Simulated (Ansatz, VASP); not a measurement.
**Ru in VASP and in Ansatz**

```
Ru
1.0
     1.35306    0.78119    4.59796
    -1.35306    0.78119    4.59796
     0.00000   -1.56238    4.59796
Ru
2
Direct
  0.09104 0.09104 0.09104
  0.90896 0.90896 0.90896
```

Alike in both runs: functional PBE; k mesh 9 × 9 × 9; occupations gaussian, width 0.1 eV; no spin polarisation.

Ansatz relaxed the structure, and its values are those at the end. VASP's run is a single point on that final structure, the one shown.

```csv
,VASP,Ansatz
version,VASP 6.6.1,Ansatz 0.2.0
potentials or method,"VASP PAW PBE potentials, release 64 (Ru_pv), cutoff 520 eV","scalar-relativistic, plane waves, PAW"
valence electrons in the cell,28,32
```

```tsv
	VASP	Ansatz	Ansatz less VASP
gap on the k mesh at the Fermi level (eV)	none	none	-
pressure (GPa)	-0.1	-0.1	+0.03
```

A gap of «none» marks a metal or a gap that the smearing closes. VASP's potentials hold 28 valence electrons a cell and Ansatz's 32, so a difference there can come from the potentials and not from the codes.
